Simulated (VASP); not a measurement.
# Si2Mo (I4/mmm) in VASP: further runs

Si2Mo is run at these levels: LDA; tasks: single point.

All numbers are computed with VASP 6.6.1; they aren't measurements. Logs are shortened: lines on timing, memory, paths and dates and some standing lists are left out, and cuts for length are marked.

## (1) The cell of the first run

Symmetry: I4/mmm, No. 139, tetragonal system. The conventional cell has a = 3.200 Å, b = 3.200 Å, c = 7.861 Å, α = 90.00°, β = 90.00°, γ = 90.00°. Within 3.5 Å of Mo (site symmetry 4/mmm) lie 10 Si at 2.62 Å and 4 Mo at 3.20 Å. Si (site symmetry 4mm) has 9 Si at 2.61 to 3.20 Å and 5 Mo at 2.62 Å within 3.4 Å.

## (2) Single point, LDA

The input, INCAR:

```
PREC = Accurate ; ENCUT = 520
EDIFF = 1E-6 ; ISMEAR = -1
SIGMA = 0.05 ; LREAL = F
LASPH = T ; NELM = 80
ALGO = Normal ; ISIF = 2
LWAVE = F ; LCHARG = F
GGA = CA ; NBANDS = 18
```

The input, KPOINTS:

```
regular mesh
0
Gamma
  12 12 12
```

The input, POSCAR:

```
Si2Mo
1.0
   -1.6000000000      1.6000000000      3.9305000000
    1.6000000000     -1.6000000000      3.9305000000
    1.6000000000      1.6000000000     -3.9305000000
Mo Si
1 2
Direct
    0.0000000000      0.0000000000      0.0000000000
    0.6670000000      0.6670000000      0.0000000000
    0.3330000000      0.3330000000      0.0000000000
```

Potentials or basis: VASP PAW LDA potentials, release 64 (Mo_sv, Si).

On the command line:

```
cat potpaw_LDA.64/Mo_sv/POTCAR potpaw_LDA.64/Si/POTCAR > POTCAR
mpirun -np 1 vasp_std > vasp.out
```

OUTCAR:

```text
PREC = Accurate
   ENCUT = 520
   EDIFF = 1E-6
   ISMEAR = -1
   LREAL = F
   LASPH = T
   NELM = 80
   ISIF = 2
   GGA = CA

 ion  position               nearest neighbor table
   1  0.000  0.000  0.000-   2 2.62   3 2.62   2 2.62   3 2.62   2 2.62   3 2.62   3 2.62   2 2.62
                             2 2.62   3 2.62
   2  0.667  0.667  0.000-   3 2.61   3 2.61   3 2.61   3 2.61   1 2.62   1 2.62   1 2.62   1 2.62
                             1 2.62   3 2.63
   3  0.333  0.333  0.000-   2 2.61   2 2.61   2 2.61   2 2.61   1 2.62   1 2.62   1 2.62   1 2.62
                             1 2.62   2 2.63

  LATTYP: Found a body centered tetragonal cell.
 ALAT       =     3.2000000000
 C/A-ratio  =     2.4565625000

  Lattice vectors:

 A1 = (  -1.6000000000,   1.6000000000,   3.9305000000)
 A2 = (   1.6000000000,  -1.6000000000,   3.9305000000)
 A3 = (   1.6000000000,   1.6000000000,  -3.9305000000)

Analysis of symmetry for initial positions (statically):
=====================================================================
 Subroutine PRICEL returns:
 Original cell was already a primitive cell.

 Routine SETGRP: Setting up the symmetry group for a
 body centered tetragonal supercell.

 Subroutine GETGRP returns: Found 16 space group operations
 (whereof 16 operations were pure point group operations)
 out of a pool of 16 trial point group operations.

The static configuration has the point symmetry D_4h.

Analysis of symmetry for dynamics (positions and initial velocities):
=====================================================================
 Subroutine PRICEL returns:
 Original cell was already a primitive cell.

 Routine SETGRP: Setting up the symmetry group for a
 body centered tetragonal supercell.

 Subroutine GETGRP returns: Found 16 space group operations
 (whereof 16 operations were pure point group operations)
 out of a pool of 16 trial point group operations.

The dynamic configuration has the point symmetry D_4h.

 Subroutine INISYM returns: Found 16 space group operations
 (whereof 16 operations are pure point group operations),
 and found     1 'primitive' translations

----------------------------------------------------------------------------------------

                                     Primitive cell

  volume of cell :      40.2483

  direct lattice vectors                    reciprocal lattice vectors
    -1.600000000  1.600000000  3.930500000     0.000000000  0.312500000  0.127210279
     1.600000000 -1.600000000  3.930500000     0.312500000  0.000000000  0.127210279
     1.600000000  1.600000000 -3.930500000     0.312500000  0.312500000  0.000000000

  length of vectors
     4.535287229  4.535287229  4.535287229     0.337399918  0.337399918  0.441941738

  position of ions in fractional coordinates (direct lattice)
     0.000000000  0.000000000  0.000000000
     0.667000000  0.667000000  0.000000000
     0.333000000  0.333000000  0.000000000

  ion indices of the primitive-cell ions
   primitive index   ion index
                 1           1
                 2           2
                 3           3

----------------------------------------------------------------------------------------

 KPOINTS: regular mesh

Automatic generation of k-mesh.
 Grid dimensions read from file:
 generate k-points for:   12   12   12

 Generating k-lattice:

  Cartesian coordinates                     Fractional coordinates (reciprocal lattice)
     0.000000000  0.026041667  0.010600857     0.083333333  0.000000000 -0.000000000
     0.026041667  0.000000000  0.010600857     0.000000000  0.083333333 -0.000000000
     0.026041667  0.026041667  0.000000000     0.000000000  0.000000000  0.083333333

  Length of vectors
     0.028116660  0.028116660  0.036828478

  Shift w.r.t. Gamma in fractional coordinates (k-lattice)
     0.000000000  0.000000000  0.000000000

 Subroutine IBZKPT returns following result:
 ===========================================

 Found    163 irreducible k-points:

 Following reciprocal coordinates:
            Coordinates               Weight
  0.000000  0.000000  0.000000      1.000000
  0.083333 -0.000000  0.000000      8.000000
  0.166667 -0.000000  0.000000      8.000000
  0.250000 -0.000000  0.000000      8.000000
  0.333333 -0.000000  0.000000      8.000000
  0.416667  0.000000  0.000000      8.000000
[... 16 lines left out ...]
  0.500000  0.166667  0.000000     16.000000
 -0.416667  0.166667  0.000000     16.000000
 [... further k-points ...]
   k-points           NKPTS =    163   k-points in BZ     NKDIM =    163   number of bands    NBANDS=     18
   number of dos      NEDOS =    301   number of ions     NIONS =      3
   total plane-waves  NPLWV =  46656
   dimension x,y,z NGX =    36 NGY =   36 NGZ =   36
   dimension x,y,z NGXF=    72 NGYF=   72 NGZF=   72
   ions per type =               1   2
   NGX,Y,Z   is equivalent  to a cutoff of  13.20, 13.20, 13.20 a.u.
   NGXF,Y,Z  is equivalent  to a cutoff of  26.39, 26.39, 26.39 a.u.
 SYSTEM =  unknown system
   PREC   = accura    normal or accurate (medium, high low for compatibility)
   ISTART =      0    job   : 0-new  1-cont  2-samecut
   ICHARG =      2    charge: 1-file 2-atom 10-const
   ISPIN  =      1    spin polarized calculation?
   LNONCOLLINEAR =      F non collinear calculations
   LSORBIT =      F    spin-orbit coupling
   LASPH  =      T    aspherical Exc in radial PAW
   ENCUT  =  520.0 eV  38.22 Ry    6.18 a.u.   8.43  8.43  8.43*2*pi/ulx,y,z
   NELM   =     80;   NELMIN=  2; NELMDL= -5     # of ELM steps
   EDIFF  = 0.1E-05   stopping-criterion for ELM
   LREAL  =      F    real-space projection
   EDIFFG = 0.1E-04   stopping-criterion for IOM
   NSW    =      0    number of steps for IOM
   IBRION =     -1    ionic relax: 0-MD 1-quasi-New 2-CG
   NFREE  =      0    steps in history (QN), initial steepest desc. (CG)
   ISIF   =      2    stress and relaxation
   ISYM   =      2    0-nonsym 1-usesym 2-fastsym
   POTIM  = 0.5000    time-step for ionic-motion
   TEBEG  =    0.0;   TEEND  =   0.0 temperature during run
   PSTRESS=    0.0 pullay stress
   NELECT =      22.0000    total number of electrons
   NUPDOWN=      -1.0000    fix difference up-down
   EMIN   =  10.00;   EMAX   =-10.00  energy-range for DOS
   EFERMI =   0.00;   METHOD = LEGACY
   ISMEAR =    -1;   SIGMA  =   0.05  broadening in eV -4-tet -1-fermi 0-gaus
   EFERMI_NEDOS =   21; number of points for ismear=-14 and -15
   IALGO  =     38    algorithm
   IMIX   =      4    mixing-type and parameters
     AMIX     =   0.40;   BMIX     =  1.00
     AMIX_MAG =   1.60;   BMIX_MAG =  1.00
  volume/ion in A,a.u.               =      13.42        90.54
  Fermi-wavevector in a.u.,A,eV,Ry     =   1.338546  2.529484 24.377614  1.791704
  Thomas-Fermi vector in A             =   2.467007
   LORBIT       =      0    0 simple, 1 ext, 2 COOP (PROOUT), +10 PAW based schemes
   GGA     = CA    functional components
   LHFCALC =     F    Hartree Fock is set to
   AEXX    =    0.0000 exact exchange contribution
   IVDW    =     0    specifies the selected vdW correction
   LEPSILON=     F    determine dielectric tensor
   LRPA    =     F    only Hartree local field effects (RPA)
 non-spin polarized calculation
  energy-cutoff  :      520.00
  volume of cell :       40.25
 maximum number of plane-waves:      1112
 NGX is ok and might be reduce to    36
   NGX = 17   NGY = 17   NGZ = 17

 number of electron      22.0000000 magnetization

 Free energy of the ion-electron system (eV)
  ---------------------------------------------------
  ext. energy  EPLUGINS =         0.00000000
  ---------------------------------------------------
  free energy    TOTEN  =       -25.79627302 eV

  energy without entropy =      -25.79403173  energy(sigma->0) =      -25.79515237

 E-fermi :  12.2049     XC(G=0): -12.5522

 val. band max:       12.1375276184   @ k =  -0.3333  -0.4167   0.3333
 cond. band min:      12.2520631817   @ k =   0.0833  -0.0000   0.0000
 fundamental gap:      0.1145355633
 Fermi energy:        12.2049112815

 k-point     1 :       0.0000    0.0000    0.0000
  band No.  band energies     occupation
      1     -48.1867      2.00000
      2     -22.5443      2.00000
      3     -22.4382      2.00000
      4     -22.4382      2.00000
      5      -1.1995      2.00000
      6       5.8829      2.00000
[... 10 lines left out ...]
     17      17.2149      0.00000
     18      17.2149      0.00000

 k-point     2 :       0.0833   -0.0000    0.0000
  band No.  band energies     occupation
      1     -48.1854      2.00000
      2     -22.5430      2.00000
      3     -22.4560      2.00000
      4     -22.4366      2.00000
      5      -1.0737      2.00000
      6       5.8893      2.00000
[... 10 lines left out ...]
     17      17.3419      0.00000
     18      17.9525      0.00000

 k-point     3 :       0.1667   -0.0000    0.0000
  band No.  band energies     occupation
      1     -48.1820      2.00000
      2     -22.5394      2.00000
      3     -22.5042      2.00000
      4     -22.4321      2.00000
      5      -0.7029      2.00000
      6       5.8398      2.00000
[... 10 lines left out ...]
     17      18.0526      0.00000
     18      19.4085      0.00000

 k-point     4 :       0.2500   -0.0000    0.0000
  band No.  band energies     occupation
      1     -48.1772      2.00000
      2     -22.5698      2.00000
      3     -22.5341      2.00000
      4     -22.4260      2.00000
      5      -0.1064      2.00000
      6       5.4861      2.00000
[... 375 lines left out ...]
      4     -22.4776      2.00000
      5       2.2025      2.00000
      6       3.7076      2.00000
[... 10 lines left out ...]
     17      19.5595      0.00000
     18      21.0483      0.00000

 k-point    23 :       0.5000    0.1667    0.0000
  band No.  band energies     occupation
      1     -48.1631      2.00000
      2     -22.6881      2.00000
      3     -22.5171      2.00000
      4     -22.4757      2.00000
      5       2.7064      2.00000
      6       3.1996      2.00000
[... 10 lines left out ...]
     17      19.7020      0.00000
     18      20.9491      0.00000

 k-point    24 :      -0.4167    0.1667    0.0000
  band No.  band energies     occupation
      1     -48.1644      2.00000
      2     -22.6713      2.00000
      3     -22.5173      2.00000
      4     -22.4775      2.00000
      5       1.7324      2.00000
      6       4.2245      2.00000
[... 10 lines left out ...]
     17      19.4953      0.00000
     18      20.3428      0.00000

 [... further k-points ...]
[... 5 lines left out ...]
  --------------------------------------------------------------------------------------
  -------------------------------------------------------------------------------------
  Total       -1.2366394     -1.2366394     -1.6964736      0.0000000      0.0000000      0.0000000
  in kB      -49.2272856    -49.2272856    -67.5320498      0.0000000      0.0000000      0.0000000
  external PRESSURE =     -55.3288736 kB  Pullay stress =       0.0000000 kB

 VOLUME and BASIS-vectors are now :
 -----------------------------------------------------------------------------
  energy-cutoff  :      520.00
  volume of cell :       40.25
      direct lattice vectors                 reciprocal lattice vectors
    -1.600000000  1.600000000  3.930500000     0.000000000  0.312500000  0.127210279
     1.600000000 -1.600000000  3.930500000     0.312500000  0.000000000  0.127210279
     1.600000000  1.600000000 -3.930500000     0.312500000  0.312500000  0.000000000

 POSITION                                       TOTAL-FORCE (eV/Angst)
 -----------------------------------------------------------------------------------
      0.00000      0.00000      0.00000         0.000000      0.000000     -0.000000
      0.00000      0.00000      5.24329        -0.000000     -0.000000     -0.365647
      0.00000      0.00000      2.61771         0.000000      0.000000      0.365647
 -----------------------------------------------------------------------------------
    total drift:                                0.000000      0.000000     -0.000000

  FREE ENERGIE OF THE ION-ELECTRON SYSTEM (eV)
  ---------------------------------------------------
  free  energy   TOTEN  =       -25.7962730167 eV

  energy  without entropy=      -25.7940317309  energy(sigma->0) =      -25.79515237
```

It took 56 s on 1 thread of Intel Xeon 6975P-C (Granite Rapids), shared host; peak memory 0.24 GiB.

Results:

| Item | Value |
| --- | --- |
| Free energy | -25.7963 eV |
| Pressure | -5.5 GPa |
| Largest force | 0.366 eV/Å |
| Band gap on the k mesh | zero (band 11 reaches 12.72 eV, above the bottom of band 12 at 11.69 eV) |

Forces in eV/Å, atoms in the order of the input:
```
Mo   0.000  0.000  0.000
Si   0.000  0.000 -0.366
Si   0.000  0.000  0.366
```

Levels at points of the mesh, in eV from the Fermi level:
```tsv
k point	band 9	band 10	band 11	band 12	band 13	band 14
(0.00, 0.00, 0.00)	-2.66	-2.66	0.41	3.03	3.18	3.63
(0.50, 0.00, 0.00)	-2.63	-2.51	-0.52	2.22	3.00	3.99
(0.50, 0.50, 0.00)	-4.48	-3.06	-1.09	2.27	2.67	2.98
(0.50, 0.50, 0.50)	-0.60	-0.60	-0.52	-0.52	0.55	4.57
```

## (3) Single point, LDA (volume scaled by 1.02)

The input, INCAR:

```
SYSTEM = Si2Mo
PREC = Accurate ; ENCUT = 520
EDIFF = 1E-6 ; ISMEAR = -1
SIGMA = 0.05 ; LREAL = .FALSE.
LASPH = .TRUE. ; NELM = 60
ALGO = Normal ; ISIF = 2
LWAVE = .FALSE. ; LCHARG = .FALSE.
NBANDS = 18
```

The input, KPOINTS:

```
Automatic mesh
0
G
  12 12 12
  0 0 0
```

The input, POSCAR:

```
Si2Mo
1.0
   -1.6105963353      1.6105963353      3.9565305599
    1.6105963353     -1.6105963353      3.9565305599
    1.6105963353      1.6105963353     -3.9565305599
Mo Si
1 2
Direct
    0.0000000000      0.0000000000      0.0000000000
    0.6670000000      0.6670000000      0.0000000000
    0.3330000000      0.3330000000      0.0000000000
```

Potentials or basis: VASP PAW LDA potentials, release 64 (Mo_sv, Si).

On the command line:

```
cat potpaw_LDA.64/Mo_sv/POTCAR potpaw_LDA.64/Si/POTCAR > POTCAR
mpirun -np 1 vasp_std > vasp.out
```

Wall time 52 s (1 thread of Intel Xeon 6975P-C (Granite Rapids), shared host); peak memory 0.25 GiB.

Results (log left out):

```
Free energy            : -25.7589 eV
Pressure               : -9.4 GPa
Largest force          : 0.395 eV/Å
Band gap on the k mesh : zero (band 11 reaches 12.41 eV, above the bottom of band 12 at 11.39 eV)
```

Forces on the atoms (eV/Å):
```
Mo   0.000  0.000  0.000
Si   0.000  0.000 -0.395
Si   0.000  0.000  0.395
```

Stress tensor (GPa, compression positive):
```
 -8.63   0.00   0.00
  0.00  -8.63   0.00
  0.00   0.00 -10.93
```

Levels at points of the mesh, in eV from the Fermi level:
| k point | band 9 | band 10 | band 11 | band 12 | band 13 | band 14 |
| --- | --- | --- | --- | --- | --- | --- |
| (0.00, 0.00, 0.00) | -2.60 | -2.60 | 0.40 | 2.91 | 3.25 | 3.57 |
| (0.50, 0.00, 0.00) | -2.56 | -2.45 | -0.49 | 2.15 | 2.96 | 3.83 |
| (0.50, 0.50, 0.00) | -4.41 | -2.98 | -1.09 | 2.20 | 2.58 | 2.91 |
| (0.50, 0.50, 0.50) | -0.58 | -0.58 | -0.52 | -0.52 | 0.53 | 4.48 |
